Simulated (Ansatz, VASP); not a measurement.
## TiAl3: VASP beside Ansatz

```
Ti Al
1.0
     3.94834    0.00000    0.00000
     0.00000    3.94834    0.00000
     0.00000    0.00000    3.94834
Ti Al
1 3
Cartesian
  -0.6000 -0.3000 0.0000
  1.9742 1.9742 0.0000
  1.9742 0.0000 1.9742
  0.0000 1.9742 1.9742
```

Alike in both runs: task single point; functional PBEsol; k mesh 12 × 12 × 12; occupations gaussian, width 0.15 eV; no spin polarisation.

|  | VASP | Ansatz |
| --- | --- | --- |
| version | VASP 6.6.1 | Ansatz 0.2.0 |
| potentials or method | VASP PAW PBE potentials, release 64 (Ti_sv, Al), cutoff 520 eV | scalar-relativistic, plane waves, PAW |
| valence electrons in the cell | 21 | 21 |

VASP gave:

```
gap on the k mesh at the Fermi level (eV)                     : none
pressure (GPa)                                                : 14.6
traceless stress, the component that is largest in VASP (GPa) : 10.25
rms of the force components (eV/Å)                            : 2.874
```

Question: Estimate Ansatz's values.

Answer: gap on the k mesh at the Fermi level (eV): none; pressure (GPa): 14.5; traceless stress, the component that is largest in VASP (GPa): 10.24; rms of the force components (eV/Å): 2.868.

VASP's potentials were made for PBE, not for PBEsol. Atom by atom the forces differ by 0.006 eV/Å (rms over components). A gap of «none» marks a metal or a gap that the smearing closes.
